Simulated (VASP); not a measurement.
# Ga3Sb2As (P3m1) in VASP: a series of runs

Ga3Sb2As is run at these levels: PBE; tasks: single point.

Everything below comes from runs of VASP 6.6.1. Logs are shortened: lines on timing, memory, paths and dates and some standing lists are left out, and cuts for length are marked.

## 1. The cell of the first run

Symmetry: P3m1, No. 156, trigonal system. The conventional cell has a = 4.291 Å, b = 4.291 Å, c = 10.502 Å, α = 90.00°, β = 90.00°, γ = 120.00°. Ga (site symmetry 3m) has 1 As at 2.49 Å and 3 Sb at 2.65 Å within 3.3 Å. Within 3.5 Å of Ga (site symmetry 3m) lie 4 Sb at 2.65 to 2.68 Å. Within 3.4 Å of Ga (site symmetry 3m) lie 3 As at 2.59 Å and 1 Sb at 2.69 Å. Sb (site symmetry 3m) has 4 Ga at 2.65 to 2.68 Å within 3.5 Å. Sb (site symmetry 3m) has 4 Ga at 2.65 to 2.69 Å within 3.5 Å. Within 3.3 Å of As (site symmetry 3m) lie 4 Ga at 2.49 to 2.59 Å.

## 2. Single point, PBE

File INCAR:

```
ALGO     = Normal         # electronic algorithm
EDIFF    = 1E-6           # SCF threshold, eV
ENCUT    = 520            # plane-wave cutoff, eV
GGA      = PE             # functional
ISIF     = 2              # what is computed and relaxed
ISMEAR   = 0              # smearing method
LASPH    = T              # aspherical terms in the spheres
LCHARG   = F              # write CHGCAR
LREAL    = F              # projectors in reciprocal space
LWAVE    = F              # write WAVECAR
NBANDS   = 36             # bands
NELM     = 60             # most SCF steps
PREC     = Accurate       # precision mode
SIGMA    = 0.1            # smearing width, eV
```

File KPOINTS:

```
k-points
0
Gamma
  6 6 2
```

File POSCAR:

```
Ga3Sb2As
1.0
    4.2905747000      0.0000000000      0.0000000000
   -2.1452874000      3.7157467000      0.0000000000
    0.0000000000      0.0000000000     10.5020546000
Ga Sb As
3 2 1
Direct
    0.0000000000      0.0000000000      0.9876830000
    0.6666667000      0.3333333000      0.3326720000
    0.3333333000      0.6666667000      0.6789970000
    0.6666667000      0.3333333000      0.0776450000
    0.3333333000      0.6666667000      0.4223990000
    0.0000000000      0.0000000000      0.7506030000
```

Potentials or basis: VASP PAW PBE potentials, release 64 (Ga_d, Sb, As).

The run is started by

```
cat potpaw_PBE.64/Ga_d/POTCAR potpaw_PBE.64/Sb/POTCAR potpaw_PBE.64/As/POTCAR > POTCAR
mpirun -np 1 vasp_std > vasp.out
```

OUTCAR:

```text
EDIFF = 1E-6
   ENCUT = 520
   GGA = PE
   ISIF = 2
   ISMEAR = 0
   LASPH = T
   LREAL = F
   NELM = 60
   PREC = Accurate

 ion  position               nearest neighbor table
   1  0.000  0.000  0.988-   6 2.49   4 2.65   4 2.65   4 2.65
   2  0.667  0.333  0.333-   5 2.65   5 2.65   5 2.65   4 2.68
   3  0.333  0.667  0.679-   6 2.59   6 2.59   6 2.59   5 2.69
   4  0.667  0.333  0.078-   1 2.65   1 2.65   1 2.65   2 2.68
   5  0.333  0.667  0.422-   2 2.65   2 2.65   2 2.65   3 2.69
   6  0.000  0.000  0.751-   1 2.49   3 2.59   3 2.59   3 2.59

  LATTYP: Found a hexagonal cell.
 ALAT       =     4.2905747000
 C/A-ratio  =     2.4477034743

  Lattice vectors:

 A1 = (   4.2905747000,   0.0000000000,   0.0000000000)
 A2 = (  -2.1452874000,   3.7157467000,   0.0000000000)
 A3 = (   0.0000000000,   0.0000000000,  10.5020546000)

Analysis of symmetry for initial positions (statically):
=====================================================================
 Subroutine PRICEL returns:
 Original cell was already a primitive cell.

 Routine SETGRP: Setting up the symmetry group for a
 hexagonal supercell.

 Subroutine GETGRP returns: Found  6 space group operations
 (whereof  6 operations were pure point group operations)
 out of a pool of 24 trial point group operations.

The static configuration has the point symmetry C_3v.

Analysis of symmetry for dynamics (positions and initial velocities):
=====================================================================
 Subroutine PRICEL returns:
 Original cell was already a primitive cell.

 Routine SETGRP: Setting up the symmetry group for a
 hexagonal supercell.

 Subroutine GETGRP returns: Found  6 space group operations
 (whereof  6 operations were pure point group operations)
 out of a pool of 24 trial point group operations.

The dynamic configuration has the point symmetry C_3v.

 Subroutine INISYM returns: Found  6 space group operations
 (whereof  6 operations are pure point group operations),
 and found     1 'primitive' translations

----------------------------------------------------------------------------------------

                                     Primitive cell

  volume of cell :     167.4310

  direct lattice vectors                    reciprocal lattice vectors
     4.290574700  0.000000000  0.000000000     0.233069011  0.134562459  0.000000000
    -2.145287400  3.715746700  0.000000000     0.000000000  0.269124911  0.000000000
     0.000000000  0.000000000 10.502054600     0.000000000  0.000000000  0.095219463

  length of vectors
     4.290574700  4.290574736 10.502054600     0.269124913  0.269124911  0.095219463

  position of ions in fractional coordinates (direct lattice)
     0.000000000  0.000000000  0.987683000
     0.666666700  0.333333300  0.332672000
     0.333333300  0.666666700  0.678997000
     0.666666700  0.333333300  0.077645000
     0.333333300  0.666666700  0.422399000
     0.000000000  0.000000000  0.750603000

  ion indices of the primitive-cell ions
   primitive index   ion index
                 1           1
                 2           2
                 3           3
                 4           4
                 5           5
                 6           6

----------------------------------------------------------------------------------------

 KPOINTS: k-points

Automatic generation of k-mesh.
 Grid dimensions read from file:
 generate k-points for:    6    6    2

 Generating k-lattice:

  Cartesian coordinates                     Fractional coordinates (reciprocal lattice)
     0.038844835  0.022427076  0.000000000     0.166666667  0.000000000  0.000000000
     0.000000000  0.044854152  0.000000000     0.000000000  0.166666667  0.000000000
     0.000000000  0.000000000  0.047609732     0.000000000  0.000000000  0.500000000

  Length of vectors
     0.044854152  0.044854152  0.047609732

  Shift w.r.t. Gamma in fractional coordinates (k-lattice)
     0.000000000  0.000000000  0.000000000

 Subroutine IBZKPT returns following result:
 ===========================================

 Found     14 irreducible k-points:

 Following reciprocal coordinates:
            Coordinates               Weight
  0.000000  0.000000  0.000000      1.000000
  0.166667  0.000000  0.000000      6.000000
  0.333333  0.000000  0.000000      6.000000
  0.500000  0.000000  0.000000      3.000000
  0.166667  0.166667  0.000000      6.000000
  0.333333  0.166667  0.000000     12.000000
  0.333333  0.333333  0.000000      2.000000
  0.000000  0.000000  0.500000      1.000000
  0.166667  0.000000  0.500000      6.000000
  0.333333  0.000000  0.500000      6.000000
  0.500000  0.000000  0.500000      3.000000
  0.166667  0.166667  0.500000      6.000000
  0.333333  0.166667  0.500000     12.000000
  0.333333  0.333333  0.500000      2.000000
   k-points           NKPTS =     14   k-points in BZ     NKDIM =     14   number of bands    NBANDS=     36
   number of dos      NEDOS =    301   number of ions     NIONS =      6
   total plane-waves  NPLWV =  81920
   dimension x,y,z NGX =    32 NGY =   32 NGZ =   80
   dimension x,y,z NGXF=    64 NGYF=   64 NGZF=  160
   ions per type =               3   2   1
   NGX,Y,Z   is equivalent  to a cutoff of  12.40, 12.40, 12.66 a.u.
   NGXF,Y,Z  is equivalent  to a cutoff of  24.80, 24.80, 25.33 a.u.
 SYSTEM =  unknown system
   PREC   = accura    normal or accurate (medium, high low for compatibility)
   ISTART =      0    job   : 0-new  1-cont  2-samecut
   ICHARG =      2    charge: 1-file 2-atom 10-const
   ISPIN  =      1    spin polarized calculation?
   LNONCOLLINEAR =      F non collinear calculations
   LSORBIT =      F    spin-orbit coupling
   LASPH  =      T    aspherical Exc in radial PAW
   ENCUT  =  520.0 eV  38.22 Ry    6.18 a.u.   7.98  7.98 19.53*2*pi/ulx,y,z
   NELM   =     60;   NELMIN=  2; NELMDL= -5     # of ELM steps
   EDIFF  = 0.1E-05   stopping-criterion for ELM
   LREAL  =      F    real-space projection
   EDIFFG = 0.1E-04   stopping-criterion for IOM
   NSW    =      0    number of steps for IOM
   IBRION =     -1    ionic relax: 0-MD 1-quasi-New 2-CG
   NFREE  =      0    steps in history (QN), initial steepest desc. (CG)
   ISIF   =      2    stress and relaxation
   ISYM   =      2    0-nonsym 1-usesym 2-fastsym
   POTIM  = 0.5000    time-step for ionic-motion
   TEBEG  =    0.0;   TEEND  =   0.0 temperature during run
   PSTRESS=    0.0 pullay stress
   NELECT =      54.0000    total number of electrons
   NUPDOWN=      -1.0000    fix difference up-down
   EMIN   =  10.00;   EMAX   =-10.00  energy-range for DOS
   EFERMI =   0.00;   METHOD = LEGACY
   ISMEAR =     0;   SIGMA  =   0.10  broadening in eV -4-tet -1-fermi 0-gaus
   EFERMI_NEDOS =   21; number of points for ismear=-14 and -15
   IALGO  =     38    algorithm
   IMIX   =      4    mixing-type and parameters
     AMIX     =   0.40;   BMIX     =  1.00
     AMIX_MAG =   1.60;   BMIX_MAG =  1.00
  volume/ion in A,a.u.               =      27.91       188.31
  Fermi-wavevector in a.u.,A,eV,Ry     =   1.122692  2.121581 17.149305  1.260438
  Thomas-Fermi vector in A             =   2.259354
   LORBIT       =      0    0 simple, 1 ext, 2 COOP (PROOUT), +10 PAW based schemes
   GGA     = PE    functional components
   LHFCALC =     F    Hartree Fock is set to
   AEXX    =    0.0000 exact exchange contribution
   IVDW    =     0    specifies the selected vdW correction
   LEPSILON=     F    determine dielectric tensor
   LRPA    =     F    only Hartree local field effects (RPA)
 non-spin polarized calculation
 Gauss-broadening in eV      SIGMA  =   0.10
  energy-cutoff  :      520.00
  volume of cell :      167.43
 maximum number of plane-waves:      4548
 NGX is ok and might be reduce to    32
   NGX = 15   NGY = 15   NGZ = 39

 number of electron      53.9999988 magnetization

 Free energy of the ion-electron system (eV)
  ---------------------------------------------------
  ext. energy  EPLUGINS =         0.00000000
  ---------------------------------------------------
  free energy    TOTEN  =       -22.82017489 eV

  energy without entropy =      -22.81803895  energy(sigma->0) =      -22.81910692

 E-fermi :   4.2205     XC(G=0):  -9.0284

 val. band max:        4.2015640849   @ k =   0.0000   0.0000   0.5000
 cond. band min:       4.2751247117   @ k =   0.0000   0.0000   0.0000
 fundamental gap:      0.0735606268
 Fermi energy:         4.2204742596

 k-point     1 :       0.0000    0.0000    0.0000
  band No.  band energies     occupation
      1     -10.8768      2.00000
      2     -10.8450      2.00000
      3     -10.8450      2.00000
      4     -10.8086      2.00000
      5     -10.8086      2.00000
      6     -10.7273      2.00000
[... 28 lines left out ...]
     35       8.1095      0.00000
     36       8.2126      0.00000

 k-point     2 :       0.1667    0.0000    0.0000
  band No.  band energies     occupation
      1     -10.8785      2.00000
      2     -10.8486      2.00000
      3     -10.8415      2.00000
      4     -10.8101      2.00000
      5     -10.8080      2.00000
      6     -10.7297      2.00000
[... 28 lines left out ...]
     35       8.4605      0.00000
     36       8.4994      0.00000

 k-point     3 :       0.3333    0.0000    0.0000
  band No.  band energies     occupation
      1     -10.8864      2.00000
      2     -10.8510      2.00000
      3     -10.8355      2.00000
      4     -10.8129      2.00000
      5     -10.8058      2.00000
      6     -10.7365      2.00000
[... 28 lines left out ...]
     35       9.2148      0.00000
     36       9.3211      0.00000
[... 352 lines left out ...]
 k-point    13 :       0.3333    0.1667    0.5000
  band No.  band energies     occupation
      1     -10.8891      2.00000
      2     -10.8520      2.00000
      3     -10.8341      2.00000
      4     -10.8128      2.00000
      5     -10.8059      2.00000
      6     -10.7380      2.00000
[... 28 lines left out ...]
     35       9.1989      0.00000
     36       9.4757      0.00000

 k-point    14 :       0.3333    0.3333    0.5000
  band No.  band energies     occupation
      1     -10.8892      2.00000
      2     -10.8528      2.00000
      3     -10.8342      2.00000
      4     -10.8109      2.00000
      5     -10.8080      2.00000
      6     -10.7367      2.00000
[... 28 lines left out ...]
     35       9.8770      0.00000
     36       9.9368      0.00000

------------------------ aborting loop because EDIFF is reached ----------------------------------------

  FORCE on cell =-STRESS in cart. coord.  units (eV):
  Direction    XX          YY          ZZ          XY          YZ          ZX
  --------------------------------------------------------------------------------------
  -------------------------------------------------------------------------------------
  Total        0.2373094      0.2373094      0.0150672     -0.0000000      0.0000000      0.0000000
  in kB        2.2708567      2.2708567      0.1441809     -0.0000000      0.0000000      0.0000000
  external PRESSURE =       1.5619648 kB  Pullay stress =       0.0000000 kB

 VOLUME and BASIS-vectors are now :
 -----------------------------------------------------------------------------
  energy-cutoff  :      520.00
  volume of cell :      167.43
      direct lattice vectors                 reciprocal lattice vectors
     4.290574700  0.000000000  0.000000000     0.233069011  0.134562459  0.000000000
    -2.145287400  3.715746700  0.000000000     0.000000000  0.269124911  0.000000000
     0.000000000  0.000000000 10.502054600     0.000000000  0.000000000  0.095219463

 POSITION                                       TOTAL-FORCE (eV/Angst)
 -----------------------------------------------------------------------------------
      0.00000      0.00000     10.37270        -0.000000      0.000000     -0.037322
      2.14529      1.23858      3.49374        -0.000000      0.000000     -0.024230
     -0.00000      2.47716      7.13086         0.000000     -0.000000      0.065477
      2.14529      1.23858      0.81543        -0.000000     -0.000000      0.030619
     -0.00000      2.47716      4.43606        -0.000000      0.000000      0.012533
      0.00000      0.00000      7.88287        -0.000000      0.000000     -0.047077
 -----------------------------------------------------------------------------------
    total drift:                               -0.000009      0.000004      0.000509

  FREE ENERGIE OF THE ION-ELECTRON SYSTEM (eV)
  ---------------------------------------------------
  free  energy   TOTEN  =       -22.8201748915 eV

  energy  without entropy=      -22.8180389545  energy(sigma->0) =      -22.81910692
```

It took 69 s on 1 thread of Intel Xeon Platinum 8488C (Sapphire Rapids), shared host; peak memory 0.3 GiB.

Results:

* Free energy: -22.8202 eV
* Pressure: 0.2 GPa
* Largest force: 0.065 eV/Å
* Band gap on the k mesh: zero (bands 27 and 28 overlap by 0.07 eV)

Forces in eV/Å, atoms in the order of the input:
```
Ga   0.000  0.000 -0.037
Ga   0.000  0.000 -0.024
Ga   0.000  0.000  0.065
Sb   0.000  0.000  0.031
Sb   0.000  0.000  0.013
As   0.000  0.000 -0.047
```

Caveat: semilocal functionals underestimate gaps, and a narrow one can read as zero; spin-orbit coupling is left out, which moves the levels of the heavy elements.

## 3. Single point, PBE

File INCAR:

```
PREC = Accurate
ENCUT = 520
EDIFF = 1E-6
ISMEAR = 0
SIGMA = 0.1
LREAL = False
LASPH = True
NELM = 100
ALGO = Normal
ISIF = 2
LWAVE = False
LCHARG = False
GGA = PE
NBANDS = 36
```

File KPOINTS:

```
regular mesh
0
Gamma
  12 12 4
```

File POSCAR:

```
Ga3Sb2As
1.0
    4.2905747075      0.0000000289      0.0000000000
   -2.1452873787      3.7157466791      0.0000000000
    0.0000000000      0.0000000000     10.5020546000
Ga Sb As
3 2 1
Direct
    0.0000000000      0.0000000000      0.9876830000
    0.6666666667      0.3333333333      0.3326720000
    0.3333333333      0.6666666667      0.6789970000
    0.6666666667      0.3333333333      0.0776450000
    0.3333333333      0.6666666667      0.4223990000
    0.0000000000      0.0000000000      0.7506030000
```

Potentials or basis: VASP PAW PBE potentials, release 64 (Ga_d, Sb, As).

The run is started by

```
cat potpaw_PBE.64/Ga_d/POTCAR potpaw_PBE.64/Sb/POTCAR potpaw_PBE.64/As/POTCAR > POTCAR
mpirun -np 1 vasp_std > vasp.out
```

OUTCAR:

```text
PREC = Accurate
   ENCUT = 520
   EDIFF = 1E-6
   ISMEAR = 0
   LREAL = False
   LASPH = True
   NELM = 100
   ISIF = 2
   GGA = PE

 ion  position               nearest neighbor table
   1  0.000  0.000  0.988-   6 2.49   4 2.65   4 2.65   4 2.65
   2  0.667  0.333  0.333-   5 2.65   5 2.65   5 2.65   4 2.68
   3  0.333  0.667  0.679-   6 2.59   6 2.59   6 2.59   5 2.69
   4  0.667  0.333  0.078-   1 2.65   1 2.65   1 2.65   2 2.68
   5  0.333  0.667  0.422-   2 2.65   2 2.65   2 2.65   3 2.69
   6  0.000  0.000  0.751-   1 2.49   3 2.59   3 2.59   3 2.59

  LATTYP: Found a hexagonal cell.
 ALAT       =     4.2905747075
 C/A-ratio  =     2.4477034700

  Lattice vectors:

 A1 = (   4.2905747075,   0.0000000289,   0.0000000000)
 A2 = (  -2.1452873787,   3.7157466791,   0.0000000000)
 A3 = (   0.0000000000,   0.0000000000,  10.5020546000)

Analysis of symmetry for initial positions (statically):
=====================================================================
 Subroutine PRICEL returns:
 Original cell was already a primitive cell.

[... 180 lines left out ...]
 cond. band min:       4.2852442363   @ k =   0.0000   0.0000   0.0000
 fundamental gap:      0.0930946757
 Fermi energy:         4.2476383980

 k-point     1 :       0.0000    0.0000    0.0000
  band No.  band energies     occupation
      1     -10.9195      2.00000
      2     -10.8888      2.00000
      3     -10.8888      2.00000
      4     -10.8521      2.00000
      5     -10.8521      2.00000
      6     -10.7095      2.00000
[... 925 lines left out ...]
     35       8.4462      0.00000
     36       8.4745      0.00000

 [... further k-points ...]

------------------------ aborting loop because EDIFF is reached ----------------------------------------

  FORCE on cell =-STRESS in cart. coord.  units (eV):
  Direction    XX          YY          ZZ          XY          YZ          ZX
  --------------------------------------------------------------------------------------
  -------------------------------------------------------------------------------------
  Total        0.0991618      0.0991618      0.1198643      0.0000000     -0.0000000     -0.0000000
  in kB        0.9488970      0.9488970      1.1470028      0.0000000     -0.0000000     -0.0000000
  external PRESSURE =       1.0149323 kB  Pullay stress =       0.0000000 kB

 VOLUME and BASIS-vectors are now :
 -----------------------------------------------------------------------------
  energy-cutoff  :      520.00
  volume of cell :      167.43
      direct lattice vectors                 reciprocal lattice vectors
     4.290574708  0.000000029  0.000000000     0.233069009  0.134562457  0.000000000
    -2.145287379  3.715746679  0.000000000    -0.000000002  0.269124911  0.000000000
     0.000000000  0.000000000 10.502054600     0.000000000  0.000000000  0.095219463

 POSITION                                       TOTAL-FORCE (eV/Angst)
 -----------------------------------------------------------------------------------
      0.00000      0.00000     10.37270        -0.000000      0.000000      0.010960
      2.14529      1.23858      3.49374        -0.000000     -0.000000      0.000742
     -0.00000      2.47716      7.13086         0.000000     -0.000000      0.000660
      2.14529      1.23858      0.81543        -0.000000     -0.000000     -0.000047
     -0.00000      2.47716      4.43606        -0.000000     -0.000000     -0.001018
      0.00000      0.00000      7.88287        -0.000000      0.000000     -0.011297
 -----------------------------------------------------------------------------------
    total drift:                               -0.000004      0.000003      0.000746

  FREE ENERGIE OF THE ION-ELECTRON SYSTEM (eV)
  ---------------------------------------------------
  free  energy   TOTEN  =       -22.8527220073 eV

  energy  without entropy=      -22.8515615318  energy(sigma->0) =      -22.85214177
```

Run time: 5.2 min. Hardware: 1 thread of Intel Xeon Platinum 8488C (Sapphire Rapids), shared host; peak memory 0.51 GiB.

Results:

```yaml
Free_energy: -22.8527 eV
Pressure: 0.1 GPa
Largest_force: 0.011 eV/Å
Band_gap_on_the_k_mesh: zero (bands 27 and 28 overlap by 0.11 eV)
```

Forces on the atoms (eV/Å):
```
Ga   0.000  0.000  0.011
Ga   0.000  0.000  0.001
Ga   0.000  0.000  0.001
Sb   0.000  0.000  0.000
Sb   0.000  0.000 -0.001
As   0.000  0.000 -0.011
```

Caveat: semilocal functionals underestimate gaps, and a narrow one can read as zero; spin-orbit coupling is left out, which moves the levels of the heavy elements.

The gap in the log of VASP goes by the Fermi energy; the results here count the filled bands.